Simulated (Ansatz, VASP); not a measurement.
**One calculation of Te5W, two programs**

The input INCAR:

```
ALGO = Normal
EDIFF = 1E-7
EDIFFG = -0.01
ENCUT = 500
GGA = PE
GGA_COMPAT = F
IBRION = 2
ISIF = 3
ISMEAR = 0
LASPH = T
LCHARG = F
LREAL = F
LWAVE = F
NELM = 120
NELMIN = 4
NSW = 100
PREC = Accurate
SIGMA = 0.1
```

Contents of KPOINTS:

```
k-points
0
Gamma
  8 8 8
```

Contents of POSCAR:

```
Te5W
1.0
    0.0000000000      4.3589006180      4.3589006180
    4.3589006180      0.0000000000      4.3589006180
    4.3589006180      4.3589006180      0.0000000000
Te W
5 1
Direct
    0.6260638431      0.6260638431      0.6260638431
    0.1218084706      0.6260638431      0.6260638431
    0.6260638431      0.6260638431      0.1218084706
    0.6260638431      0.1218084706      0.6260638431
    0.2500000000      0.2500000000      0.2500000000
    0.0000000000      0.0000000000      0.0000000000
```

Input for Ansatz:

```yaml
crystal:
  lattice:
    - [0.0, 4.358900618, 4.358900618]
    - [4.358900618, 0.0, 4.358900618]
    - [4.358900618, 4.358900618, 0.0]
  atoms:
    - { symbol: Te, position: [0.6260638431, 0.6260638431, 0.6260638431] }
    - { symbol: Te, position: [0.1218084706, 0.6260638431, 0.6260638431] }
    - { symbol: Te, position: [0.6260638431, 0.6260638431, 0.1218084706] }
    - { symbol: Te, position: [0.6260638431, 0.1218084706, 0.6260638431] }
    - { symbol: Te, position: [0.25, 0.25, 0.25] }
    - { symbol: W, position: [0.0, 0.0, 0.0] }
basis:
  ecutwfc: 420
kpoints:
  mp_grid: { grid: [8, 8, 8] }
hamiltonian:
  xc: pbe
scf:
  occupations: { method: gaussian, width: 0.1 }
output:
  forces: true
  stress: true
  eigenvalues: true
  write_density: true
  write_potential: true
  elf: true
  volumetric_format: npy
relax:
  adjacent_minimum: "off"
  f_tol: 0.01
  max_steps: 80
  cell: { stress_tol: 0.05 }
```

Change from the starting cell: species swapped into the DyCu5 type (F-43m, No. 216).

Alike in both runs: task relaxation of cell and atoms; functional PBE; k mesh 8 × 8 × 8; occupations gaussian, width 0.1 eV; no spin polarisation.

|  | VASP | Ansatz |
| --- | --- | --- |
| version | VASP 6.6.1 | Ansatz 0.2.0 |
| potentials or method | VASP PAW PBE potentials, release 64 (Te, W_sv), cutoff 500 eV | scalar-relativistic, plane waves, PAW |
| valence electrons in the cell | 44 | 94 |

```csv
,VASP,Ansatz,Ansatz less VASP
"gap on the k mesh at the Fermi level, each at its own relaxed structure (eV)",none,none,-
relaxed volume (Å³/atom),27.37,27.39,+0.029
relaxed cell length with the largest relative difference (Å),6.146,6.149,+0.0022
```

A gap of «none» marks a metal or a gap that the smearing closes. VASP's potentials hold 44 valence electrons a cell and Ansatz's 94, so a difference there can come from the potentials and not from the codes.

Neither program's run includes spin-orbit coupling.
